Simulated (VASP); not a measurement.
Set up this calculation in VASP 6.6.1, as the native input.

* Task: single point
* Functional: RPBE
* Potentials or basis: VASP PAW PBE potentials, release 64 (Hf_pv)
* Cutoff: 520 eV
* k mesh: 12 × 12 × 12
* Occupations: fermi-dirac, width 0.1 eV
* Spin: no spin polarisation
* Dipole correction: no
* Further INCAR settings: ALGO = Normal; EDIFF = 1e-07; NBANDS = 11

The structure of Hf lies in POSCAR:

```
Hf
1.0
   -1.7919242752      1.7919242752      1.7919242752
    1.7919242752     -1.7919242752      1.7919242752
    1.7919242752      1.7919242752     -1.7919242752
Hf
1
Direct
    0.0000000000      0.0000000000      0.0000000000
```

One way to write it, as run:

INCAR

```
ALGO = Normal ; EDIFF = 1E-7
ENCUT = 520 ; GGA = RP
ISIF = 2 ; ISMEAR = -1
LASPH = True ; LCHARG = True
LELF = True ; LREAL = False
LVHAR = True ; LWAVE = False
NBANDS = 11 ; NELM = 60
PREC = Accurate ; SIGMA = 0.1
```

KPOINTS

```
k-points
0
Gamma
  12 12 12
```

Potentials or basis: VASP PAW PBE potentials, release 64 (Hf_pv).

Command:

```console
$ cat potpaw_PBE.64/Hf_pv/POTCAR > POTCAR
$ mpirun -np 1 vasp_std > vasp.out
```

Results of the run:

The pressure is -0.4 GPa and the band gap on the k mesh is zero (band 5 reaches 6.02 eV, above the bottom of band 6 at 3.85 eV).

Caveat: the PAW data sets were made with another functional, which shifts forces and pressure a little; spin-orbit coupling is left out, which moves the levels of the heavy elements.

It took 13 s on 1 thread of AMD EPYC 7R13 Processor (Zen 3), on a shared host, peak memory 0.12 GiB.
